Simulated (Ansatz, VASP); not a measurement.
## One calculation of AlSi23HO48, two programs

```xyz
73
Lattice="9.8316 0.0000 0.0000 -4.9158 8.5144 0.0000 0.0000 0.0000 10.8182" Properties=species:S:1:pos:R:3 pbc="T T T"
Si    2.5913    0.0503    1.7909
Si   -1.2648    2.2720    3.6099
Si    1.1634    2.0479   10.8113
Si   -2.2745    8.4418    7.1793
Si    8.4263    2.2543    9.0431
Si    1.1622    1.8932    5.4517
Si    0.2046    4.2910    1.8405
Si   -3.7850    6.5686    3.5917
Si   -1.2760    6.2956    0.0391
Si   -3.7369    6.4825    9.0360
Si   -1.2748    6.2391    5.3582
Si    7.6007    0.0112    1.8125
Si    3.5880    2.2903    3.6366
Si    5.9905    1.9382    0.0569
Si    7.5413    0.0030    7.2294
Si    3.5931    2.2319    9.0042
Si    6.0878    1.9534    5.3847
Si    5.0589    4.2653    1.8407
Si    1.1925    6.5514    3.6491
Si    3.6170    6.2515    0.0188
Si    5.1338    4.2116    7.2300
Si    1.1720    6.5695    9.0488
Si    3.6272    6.2614    5.4471
O    -0.3105    1.6776    4.7802
O     1.1462    3.1322    1.1985
O    -0.7382    3.6884    3.0168
O     1.6636    0.6183    0.5723
O     2.1234    2.5177    4.2803
O     3.5279    1.2200    2.4107
O    -0.3271    1.8853   10.1725
O     1.1245    2.8485    6.7357
O    -1.0722    3.7771    8.3694
O     1.7369    0.4407    5.9287
O     2.1267    2.5599    9.6135
O     3.5453    1.1131    7.8293
O    -2.7822    6.0863    4.7645
O    -1.3394    7.4119    1.2138
O    -3.3054    7.9762    2.9418
O    -0.7384    4.8939    0.6563
O    -0.3023    6.8620    4.1957
O     1.1679    5.4365    2.4626
O    -2.7638    6.0223   10.2530
O    -1.2909    7.2789    6.6272
O    -3.2577    7.8658    8.3518
O    -0.7655    4.8113    5.8568
O    -0.3297    6.8146    9.6460
O     1.2157    5.4659    7.9022
O     4.5997    1.7304    4.7845
O     5.9714    3.0712    1.2203
O     4.1274    3.7074    3.0516
O     6.5749    0.5554    0.6643
O     7.0686    2.4830    4.2051
O     8.5293    1.2178    2.3657
O     4.5256    1.6860   10.2303
O     6.0720    3.0591    6.5851
O     4.1869    3.6161    8.4016
O     6.6047    0.5513    6.0187
O     6.9588    2.4698    9.6667
O     8.4785    1.2014    7.8253
O     2.1304    6.0000    4.8691
O     3.6742    7.4136    1.1593
O     1.8087    7.9248    3.0402
O     4.1095    4.8424    0.6525
O     4.5635    6.7776    4.2223
O     6.0245    5.4322    2.4204
O     2.1022    6.0906   10.3050
O     3.6082    7.3719    6.6379
O     1.7093    7.9990    8.4641
O     4.2196    4.8857    6.0774
O     4.5849    6.6727    9.5892
O     6.1879    5.2651    7.9250
Al    0.2728    4.2801    7.1177
H    -2.1919    4.4595    8.1472
```

Alike in both runs: task single point; functional PBE; dispersion D3(BJ); k mesh 1 × 1 × 1; occupations gaussian, width 0.02 eV; no spin polarisation.

```csv
,VASP,Ansatz
version,VASP 6.6.1,Ansatz 0.2.0
potentials or method,"VASP PAW PBE potentials, release 64 (Si, O, Al, H)","scalar-relativistic, plane waves, PAW"
plane-wave cutoff (eV),520,420
valence electrons in the cell,384,384
```

```csv
,VASP,Ansatz,Ansatz less VASP
gap on the k mesh at the Fermi level (eV),5.18,5.18,+0.006
least direct gap on the mesh (eV),5.18,5.18,+0.006
```
